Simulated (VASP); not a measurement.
**Li2SiS3: single point with PBE**

The system is Li2SiS3.

```
CELL_PARAMETERS angstrom
5.60748 0.00000 0.00000
-2.80374 4.85622 0.00000
0.00000 0.00000 3.83331
ATOMIC_POSITIONS crystal
Li 0.33333 0.66667 0.00000
Li 0.66667 0.33333 0.00000
Si 0.00000 0.00000 0.50000
S 0.50000 0.00000 0.50000
S 0.00000 0.50000 0.50000
S 0.50000 0.50000 0.50000
```

```yaml
Program: VASP 6.6.1
Task: single point
Functional: PBE
Potentials_or_basis: VASP PAW PBE potentials, release 64 (Li_sv, Si, S)
Cutoff: 520 eV
k_mesh: 12 × 12 × 10
Occupations: gaussian, width 0.1 eV
Spin: no spin polarisation
```

The band gap on the k mesh is zero (band 14 reaches 5.84 eV, above the bottom of band 15 at 3.80 eV).

Levels at points of the mesh, in eV from the Fermi level:
| k point | band 12 | band 13 | band 14 | band 15 | band 16 | band 17 |
| --- | --- | --- | --- | --- | --- | --- |
| (0.00, 0.00, 0.00) | -1.03 | 0.56 | 1.19 | 1.19 | 2.71 | 3.06 |
| (0.50, 0.00, 0.00) | -2.25 | -1.10 | -0.99 | 0.67 | 1.27 | 2.14 |
| (0.00, 0.00, 0.50) | -2.94 | -0.03 | 0.69 | 1.42 | 1.42 | 3.04 |
| (0.50, 0.00, 0.50) | -2.41 | -2.35 | -0.80 | -0.64 | 1.12 | 1.46 |

It took 100 s on 1 thread of Intel(R) Xeon(R) 6975P-C (Granite Rapids), on a shared host, peak memory 0.36 GiB.
